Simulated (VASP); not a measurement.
A run of VASP 6.6.1 is set up as follows.

Contents of INCAR:

```
SYSTEM = AlNi3
PREC = Accurate
ENCUT = 600
EDIFF = 1E-6
ISMEAR = 0
SIGMA = 0.15
LREAL = .False.
LASPH = .True.
NELM = 200
ALGO = Normal
ISIF = 2
LWAVE = .False.
LCHARG = .False.
ISPIN = 2
MAGMOM = 0 0.3 0.3 0.3
LORBIT = 11
LMAXMIX = 4
GGA = PE
NBANDS = 28
GGA_COMPAT = .False.
```

Contents of KPOINTS:

```
Automatic mesh
0
Gamma
  10 10 10
  0 0 0
```

File POSCAR:

```
AlNi3
1.0
    3.5666788918      0.0000000000      0.0000000000
    0.0000000000      3.5666788918      0.0000000000
    0.0000000000      0.0000000000      3.5666788918
Al Ni
1 3
Direct
    0.0000000000      0.0000000000      0.0000000000
    0.0000000000      0.5000000000      0.5000000000
    0.5000000000      0.0000000000      0.5000000000
    0.5000000000      0.5000000000      0.0000000000
```

Potentials or basis: VASP PAW PBE potentials, release 64 (Al, Ni).

Command:

```bash
$ cat potpaw_PBE.64/Al/POTCAR potpaw_PBE.64/Ni/POTCAR > POTCAR
$ mpirun -np 1 vasp_std > vasp.out
```

Task: What does it give for the net moment?

Result: 0.67 μB per cell.

Task: What does it give for the site moments?

Result: Al -0.01; Ni +0.24 μB.

Task: What does it give for the pressure?

Result: 0.0 GPa.
